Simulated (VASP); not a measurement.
Here is a VASP 6.6.1 calculation.

The input INCAR:

```
PREC = Accurate
ENCUT = 520
EDIFF = 1E-8
ISMEAR = -1
SIGMA = 0.03
LREAL = False
LASPH = True
NELM = 60
ALGO = Normal
ISIF = 2
LWAVE = False
LCHARG = False
GGA = PS
LEFG = True
NBANDS = 11
```

KPOINTS

```
Automatic mesh
0
Gamma
  9 9 9
```

The input POSCAR:

```
NaH
1.0
    0.0000000000      2.4400000000      2.4644000000
    2.4400000000      0.0000000000      2.4644000000
    2.4400000000      2.4400000000      0.0000000000
Na H
1 1
Direct
    0.0000000000      0.0000000000      0.0000000000
    0.5000000000      0.5000000000      0.5000000000
```

Potentials or basis: VASP PAW PBE potentials, release 64 (Na_pv, H).

Command:

```console
$ cat potpaw_PBE.64/Na_pv/POTCAR potpaw_PBE.64/H/POTCAR > POTCAR
$ mpirun -np 1 vasp_std > vasp.out
```

(1) Estimate the pressure.

(2) What does it give for the band gap on the k mesh?

## Answers

(1) -1.4 GPa.

(2) 3.79 eV, indirect (least direct gap 4.52 eV).

Caveat: the cell differs from its parent crystal (zz strain of +1 %); without QUAD_EFG the Cq values of the log hold for a quadrupole moment of 1 mb, not for the nuclei; the PAW data sets were made with another functional, which shifts forces and pressure a little.
